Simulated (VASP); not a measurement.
# Be3N2 (P-3m1) in VASP: further runs

Be3N2 is run at these levels: LDA; tasks: single point, relaxation of cell and atoms.

All numbers are computed with VASP 6.6.1; they aren't measurements. Logs are shortened: lines on timing, memory, paths and dates and some standing lists are left out, and cuts for length are marked.

### Step 1. The cell of the first run

The structure is trigonal, space group P-3m1 (No. 164). The conventional cell has a = 2.780 Å, b = 2.780 Å, c = 4.584 Å, α = 90.00°, β = 90.00°, γ = 120.00°. Be (site symmetry -3m) has 6 N at 1.98 Å and 6 Be at 2.27 Å within 2.6 Å. Be (site symmetry 3m) has 4 N at 1.67 to 1.81 Å and 3 Be at 2.10 Å within 2.2 Å. N (site symmetry 3m) has 7 Be at 1.67 to 1.98 Å within 2.2 Å.

### Step 2. Single point, LDA

Input file INCAR:

```
SYSTEM = Be3N2
PREC = Accurate
ENCUT = 520
EDIFF = 1E-6
ISMEAR = 1
SIGMA = 0.02
LREAL = .False.
LASPH = .True.
NELM = 60
ALGO = Normal
ISIF = 2
LWAVE = .False.
LCHARG = .False.
NBANDS = 16
```

Input file KPOINTS:

```
regular mesh
0
Gamma
  9 9 5
  0 0 0
```

Input file POSCAR:

```
Be3N2
1.0
    2.7795073959      0.0000000000      0.0000000000
   -1.3897536979      2.4071240148      0.0000000000
    0.0000000000      0.0000000000      4.5843670050
Be N
3 2
Direct
    0.0000000000      0.0000000000      0.0000000000
    0.6666666667      0.3333333333      0.6485133537
    0.3333333333      0.6666666667      0.3514866463
    0.3333333333      0.6666666667      0.7473795944
    0.6666666667      0.3333333333      0.2526204056
```

Potentials or basis: VASP PAW LDA potentials, release 64 (Be, N).

On the command line:

```bash
cat potpaw_LDA.64/Be/POTCAR potpaw_LDA.64/N/POTCAR > POTCAR
mpirun -np 1 vasp_std > vasp.out
```

OUTCAR:

```text
SYSTEM = Be3N2
   PREC = Accurate
   ENCUT = 520
   EDIFF = 1E-6
   ISMEAR = 1
   LREAL = .False.
   LASPH = .True.
   NELM = 60
   ISIF = 2

 ion  position               nearest neighbor table
   1  0.000  0.000  0.000-   4 1.98   5 1.98   4 1.98   5 1.98   5 1.98   4 1.98   2 2.27   3 2.27
                             3 2.27   2 2.27   3 2.27   2 2.27
   2  0.667  0.333  0.649-   4 1.67   4 1.67   4 1.67   5 1.81   3 2.10   3 2.10   3 2.10   1 2.27
                             1 2.27   1 2.27
   3  0.333  0.667  0.351-   5 1.67   5 1.67   5 1.67   4 1.81   2 2.10   2 2.10   2 2.10   1 2.27
                             1 2.27   1 2.27
   4  0.333  0.667  0.747-   2 1.67   2 1.67   2 1.67   3 1.81   1 1.98   1 1.98   1 1.98
   5  0.667  0.333  0.253-   3 1.67   3 1.67   3 1.67   2 1.81   1 1.98   1 1.98   1 1.98

  LATTYP: Found a hexagonal cell.
 ALAT       =     2.7795073959
 C/A-ratio  =     1.6493451364

  Lattice vectors:

 A1 = (   2.7795073959,   0.0000000000,   0.0000000000)
 A2 = (  -1.3897536979,   2.4071240148,   0.0000000000)
 A3 = (   0.0000000000,   0.0000000000,   4.5843670050)

Analysis of symmetry for initial positions (statically):
=====================================================================
 Subroutine PRICEL returns:
 Original cell was already a primitive cell.

 Routine SETGRP: Setting up the symmetry group for a
 hexagonal supercell.

 Subroutine GETGRP returns: Found 12 space group operations
 (whereof 12 operations were pure point group operations)
 out of a pool of 24 trial point group operations.

The static configuration has the point symmetry D_3d.

Analysis of symmetry for dynamics (positions and initial velocities):
=====================================================================
 Subroutine PRICEL returns:
 Original cell was already a primitive cell.

 Routine SETGRP: Setting up the symmetry group for a
 hexagonal supercell.

 Subroutine GETGRP returns: Found 12 space group operations
 (whereof 12 operations were pure point group operations)
 out of a pool of 24 trial point group operations.

The dynamic configuration has the point symmetry D_3d.

 Subroutine INISYM returns: Found 12 space group operations
 (whereof 12 operations are pure point group operations),
 and found     1 'primitive' translations

----------------------------------------------------------------------------------------

                                     Primitive cell

  volume of cell :      30.6723

  direct lattice vectors                    reciprocal lattice vectors
     2.779507396  0.000000000  0.000000000     0.359775981  0.207716759  0.000000000
    -1.389753698  2.407124015  0.000000000     0.000000000  0.415433519  0.000000000
     0.000000000  0.000000000  4.584367005     0.000000000  0.000000000  0.218132623

  length of vectors
     2.779507396  2.779507396  4.584367005     0.415433519  0.415433519  0.218132623

  position of ions in fractional coordinates (direct lattice)
     0.000000000  0.000000000  0.000000000
     0.666666667  0.333333333  0.648513354
     0.333333333  0.666666667  0.351486646
     0.333333333  0.666666667  0.747379594
     0.666666667  0.333333333  0.252620406

  ion indices of the primitive-cell ions
   primitive index   ion index
                 1           1
                 2           2
                 3           3
                 4           4
                 5           5

----------------------------------------------------------------------------------------

 KPOINTS: regular mesh

Automatic generation of k-mesh.
 Grid dimensions read from file:
 generate k-points for:    9    9    5

 Generating k-lattice:

  Cartesian coordinates                     Fractional coordinates (reciprocal lattice)
     0.039975109  0.023079640  0.000000000     0.111111111  0.000000000  0.000000000
     0.000000000  0.046159280  0.000000000     0.000000000  0.111111111  0.000000000
     0.000000000  0.000000000  0.043626525     0.000000000  0.000000000  0.200000000

  Length of vectors
     0.046159280  0.046159280  0.043626525

  Shift w.r.t. Gamma in fractional coordinates (k-lattice)
     0.000000000  0.000000000  0.000000000

 Subroutine IBZKPT returns following result:
 ===========================================

 Found     50 irreducible k-points:

 Following reciprocal coordinates:
            Coordinates               Weight
  0.000000  0.000000  0.000000      1.000000
  0.111111  0.000000  0.000000      6.000000
  0.222222  0.000000  0.000000      6.000000
  0.333333 -0.000000  0.000000      6.000000
  0.444444  0.000000  0.000000      6.000000
  0.111111  0.111111  0.000000      6.000000
[... 16 lines left out ...]
  0.222222  0.111111  0.200000     12.000000
 -0.111111  0.333333  0.200000     12.000000
 [... further k-points ...]
   k-points           NKPTS =     50   k-points in BZ     NKDIM =     50   number of bands    NBANDS=     16
   number of dos      NEDOS =    301   number of ions     NIONS =      5
   total plane-waves  NPLWV =  20736
   dimension x,y,z NGX =    24 NGY =   24 NGZ =   36
   dimension x,y,z NGXF=    48 NGYF=   48 NGZF=   72
   ions per type =               3   2
   NGX,Y,Z   is equivalent  to a cutoff of  14.35, 14.35, 13.05 a.u.
   NGXF,Y,Z  is equivalent  to a cutoff of  28.71, 28.71, 26.11 a.u.
 SYSTEM =  Be3N2
   PREC   = accura    normal or accurate (medium, high low for compatibility)
   ISTART =      0    job   : 0-new  1-cont  2-samecut
   ICHARG =      2    charge: 1-file 2-atom 10-const
   ISPIN  =      1    spin polarized calculation?
   LNONCOLLINEAR =      F non collinear calculations
   LSORBIT =      F    spin-orbit coupling
   LASPH  =      T    aspherical Exc in radial PAW
   ENCUT  =  520.0 eV  38.22 Ry    6.18 a.u.   5.17  5.17  8.52*2*pi/ulx,y,z
   NELM   =     60;   NELMIN=  2; NELMDL= -5     # of ELM steps
   EDIFF  = 0.1E-05   stopping-criterion for ELM
   LREAL  =      F    real-space projection
   EDIFFG = 0.1E-04   stopping-criterion for IOM
   NSW    =      0    number of steps for IOM
   IBRION =     -1    ionic relax: 0-MD 1-quasi-New 2-CG
   NFREE  =      0    steps in history (QN), initial steepest desc. (CG)
   ISIF   =      2    stress and relaxation
   ISYM   =      2    0-nonsym 1-usesym 2-fastsym
   POTIM  = 0.5000    time-step for ionic-motion
   TEBEG  =    0.0;   TEEND  =   0.0 temperature during run
   PSTRESS=    0.0 pullay stress
   NELECT =      16.0000    total number of electrons
   NUPDOWN=      -1.0000    fix difference up-down
   EMIN   =  10.00;   EMAX   =-10.00  energy-range for DOS
   EFERMI =   0.00;   METHOD = LEGACY
   ISMEAR =     1;   SIGMA  =   0.02  broadening in eV -4-tet -1-fermi 0-gaus
   EFERMI_NEDOS =   21; number of points for ismear=-14 and -15
   IALGO  =     38    algorithm
   IMIX   =      4    mixing-type and parameters
     AMIX     =   0.40;   BMIX     =  1.00
     AMIX_MAG =   1.60;   BMIX_MAG =  1.00
  volume/ion in A,a.u.               =       6.13        41.40
  Fermi-wavevector in a.u.,A,eV,Ry     =   1.317851  2.490377 23.629658  1.736731
  Thomas-Fermi vector in A             =   2.447863
   LORBIT       =      0    0 simple, 1 ext, 2 COOP (PROOUT), +10 PAW based schemes
   GGA     = CA    functional components
   LHFCALC =     F    Hartree Fock is set to
   AEXX    =    0.0000 exact exchange contribution
   IVDW    =     0    specifies the selected vdW correction
   LEPSILON=     F    determine dielectric tensor
   LRPA    =     F    only Hartree local field effects (RPA)
 non-spin polarized calculation
 Methfessel and Paxton  Order N= 1 SIGMA  =   0.02
  energy-cutoff  :      520.00
  volume of cell :       30.67
 maximum number of plane-waves:       844
 NGX is ok and might be reduce to    24
   NGX = 11   NGY = 11   NGZ = 17

 number of electron      16.0000000 magnetization

 Free energy of the ion-electron system (eV)
  ---------------------------------------------------
  ext. energy  EPLUGINS =         0.00000000
  ---------------------------------------------------
  free energy    TOTEN  =       -35.99462047 eV

  energy without entropy =      -35.99463799  energy(sigma->0) =      -35.99462631

 E-fermi :   7.2576     XC(G=0): -12.1279

 val. band max:        7.2407855806   @ k =   0.1111   0.0000   0.0000
 cond. band min:      11.5678286563   @ k =   0.0000   0.4444   0.4000
 fundamental gap:      4.3270430757
 Fermi energy:         7.2575934091

 k-point     1 :       0.0000    0.0000    0.0000
  band No.  band energies     occupation
      1     -10.0256      2.00000
      2      -7.2549      2.00000
      3      -1.3029      2.00000
      4       5.6839      2.00000
      5       5.6839      2.00000
      6       6.8775      2.00000
[... 8 lines left out ...]
     15      18.6055      0.00000
     16      20.9075      0.00000

 k-point     2 :       0.1111    0.0000    0.0000
  band No.  band energies     occupation
      1      -9.8395      2.00000
      2      -7.1216      2.00000
      3      -1.1029      2.00000
      4       4.6256      2.00000
      5       5.1992      2.00000
      6       6.1939      2.00000
[... 8 lines left out ...]
     15      18.9359      0.00000
     16      19.7456      0.00000

 k-point     3 :       0.2222    0.0000    0.0000
  band No.  band energies     occupation
      1      -9.2981      2.00000
      2      -6.7747      2.00000
      3      -0.5268      2.00000
      4       2.6571      2.00000
      5       4.3001      2.00000
      6       4.5744      2.00000
[... 8 lines left out ...]
     15      19.3933      0.00000
     16      19.8820      0.00000

 k-point     4 :       0.3333   -0.0000    0.0000
  band No.  band energies     occupation
      1      -8.4699      2.00000
      2      -6.4203      2.00000
      3       0.2696      2.00000
      4       0.9324      2.00000
      5       2.8495      2.00000
      6       3.5299      2.00000
[... 8 lines left out ...]
     15      20.7112      0.00000
     16      21.0924      0.00000
[... 324 lines left out ...]
 k-point    22 :       0.1111    0.1111    0.2000
  band No.  band energies     occupation
      1      -9.3099      2.00000
      2      -7.2789      2.00000
      3      -0.0017      2.00000
      4       3.5791      2.00000
      5       4.0080      2.00000
      6       5.2454      2.00000
[... 8 lines left out ...]
     15      19.7389      0.00000
     16      20.3463      0.00000

 k-point    23 :       0.2222    0.1111    0.2000
  band No.  band energies     occupation
      1      -8.6242      2.00000
      2      -6.8545      2.00000
      3       0.4940      2.00000
      4       2.1257      2.00000
      5       2.5543      2.00000
      6       4.1673      2.00000
[... 8 lines left out ...]
     15      19.7010      0.00000
     16      21.4331      0.00000

 k-point    24 :      -0.1111    0.3333    0.2000
  band No.  band energies     occupation
      1      -8.6402      2.00000
      2      -6.8184      2.00000
      3       0.3638      2.00000
      4       1.9631      2.00000
      5       2.8372      2.00000
      6       4.0183      2.00000
[... 8 lines left out ...]
     15      19.8171      0.00000
     16      21.4143      0.00000

 [... further k-points ...]
[... 5 lines left out ...]
  --------------------------------------------------------------------------------------
  -------------------------------------------------------------------------------------
  Total        0.1166588      0.1166588      0.1264942      0.0000000      0.0000000      0.0000000
  in kB        6.0937172      6.0937172      6.6074767      0.0000000      0.0000000      0.0000000
  external PRESSURE =       6.2649703 kB  Pullay stress =       0.0000000 kB

 VOLUME and BASIS-vectors are now :
 -----------------------------------------------------------------------------
  energy-cutoff  :      520.00
  volume of cell :       30.67
      direct lattice vectors                 reciprocal lattice vectors
     2.779507396  0.000000000  0.000000000     0.359775981  0.207716759  0.000000000
    -1.389753698  2.407124015  0.000000000     0.000000000  0.415433519  0.000000000
     0.000000000  0.000000000  4.584367005     0.000000000  0.000000000  0.218132623

 POSITION                                       TOTAL-FORCE (eV/Angst)
 -----------------------------------------------------------------------------------
      0.00000      0.00000      0.00000         0.000000      0.000000      0.000000
      1.38975      0.80237      2.97302         0.000000     -0.000000      0.012447
     -0.00000      1.60475      1.61134         0.000000      0.000000     -0.012447
     -0.00000      1.60475      3.42626         0.000000     -0.000000     -0.001334
      1.38975      0.80237      1.15810        -0.000000      0.000000      0.001334
 -----------------------------------------------------------------------------------
    total drift:                               -0.000000      0.000000     -0.000000

  FREE ENERGIE OF THE ION-ELECTRON SYSTEM (eV)
  ---------------------------------------------------
  free  energy   TOTEN  =       -35.9946204661 eV

  energy  without entropy=      -35.9946379860  energy(sigma->0) =      -35.99462631
```

It took 36 s on 1 thread of AMD EPYC 7R13, shared host; peak memory 0.11 GiB.

Results:

| Item | Value |
| --- | --- |
| Free energy | -35.9946 eV |
| Pressure | 0.6 GPa |
| Largest force | 0.012 eV/Å |
| Band gap on the k mesh | 4.33 eV, indirect (least direct gap 6.23 eV) |

Forces in eV/Å, atoms in the order of the input:
```
Be   0.000  0.000  0.000
Be   0.000  0.000  0.012
Be   0.000  0.000 -0.012
N    0.000  0.000 -0.001
N    0.000  0.000  0.001
```

A k mesh can miss the band edges. As with any semilocal functional, this LDA gap is likely too small.

[end of part 1 of 2]
